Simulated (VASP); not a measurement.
Input of a VASP 6.6.1 run:

The input INCAR:

```
SYSTEM = SiNi2
  ALGO = Fast
  EDIFF = 1E-6
  EDIFFG = -0.01
  ENCUT = 600
  GGA = PS
  IBRION = 2
  ISIF = 4
  ISMEAR = 0
  LASPH = .True.
  LCHARG = .False.
  LREAL = .False.
  LWAVE = .False.
  NELM = 80
  NSW = 50
  PREC = Accurate
  SIGMA = 0.1
```

KPOINTS

```
k-points
0
Gamma
  12 12 8
  0 0 0
```

Contents of POSCAR:

```
SiNi2
1.0
    3.9392255375      0.0000000000      0.0000000000
   -1.9696127688      3.4114693867      0.0000000000
    0.0000000000      0.0000000000      5.0264354794
Si Ni
2 4
Direct
    0.3333333333      0.6666666667      0.7500000000
    0.6666666667      0.3333333333      0.2500000000
    0.0000000000      0.0000000000      0.0000000000
    0.0000000000      0.0000000000      0.5000000000
    0.3333333333      0.6666666667      0.2500000000
    0.6666666667      0.3333333333      0.7500000000
```

Potentials or basis: VASP PAW PBE potentials, release 64 (Si, Ni).

Launch:

```sh
$ cat potpaw_PBE.64/Si/POTCAR potpaw_PBE.64/Ni/POTCAR > POTCAR
$ mpirun -np 1 vasp_std > vasp.out
```

Estimate the band gap on the k mesh.

zero (bands 24 and 25 overlap by 3.13 eV).

Final structure:
```cif
data_structure
_symmetry_space_group_name_H-M 'P 1'
_symmetry_Int_Tables_number 1
_cell_length_a 3.9359
_cell_length_b 3.9359
_cell_length_c 5.0351
_cell_angle_alpha 90.000
_cell_angle_beta 90.000
_cell_angle_gamma 120.000
_cell_volume 67.55
loop_
_atom_site_label
_atom_site_type_symbol
_atom_site_fract_x
_atom_site_fract_y
_atom_site_fract_z
_atom_site_occupancy
Si1 Si 0.33333 0.66667 0.75000 1
Si2 Si 0.66667 0.33333 0.25000 1
Ni1 Ni 0.00000 0.00000 0.00000 1
Ni2 Ni 0.00000 0.00000 0.50000 1
Ni3 Ni 0.33333 0.66667 0.25000 1
Ni4 Ni 0.66667 0.33333 0.75000 1
```

 Spin polarisation is off, so any magnetic state and its effect on volume and gap are missing.
